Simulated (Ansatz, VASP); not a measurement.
K2H: VASP beside Ansatz

```xyz
3
Lattice="2.7975 -2.7876 0.0000 2.7975 2.7876 0.0000 0.0000 0.0000 9.8946" Properties=species:S:1:pos:R:3 pbc="T T T"
K     0.0000    0.0000    4.9473
K     0.0000    0.0000    0.0000
H     2.7975    0.0000    0.0000
```

Alike in both runs: functional PBE; k mesh 12 × 12 × 6; occupations gaussian, width 0.1 eV; no spin polarisation.

Ansatz relaxed the structure, and its values are those at the end. VASP's run is a single point on that final structure, the one shown.

|  | VASP | Ansatz |
| --- | --- | --- |
| version | VASP 6.6.1 | Ansatz 0.2.0 |
| potentials or method | VASP PAW PBE potentials, release 64 (K_sv, H), cutoff 520 eV | scalar-relativistic, plane waves, PAW |
| valence electrons in the cell | 19 | 19 |

```tsv
	VASP	Ansatz	Ansatz less VASP
gap on the k mesh at the Fermi level (eV)	none	none	-
pressure (GPa)	0.0	0.0	+0.01
```

A gap of «none» marks a metal or a gap that the smearing closes.
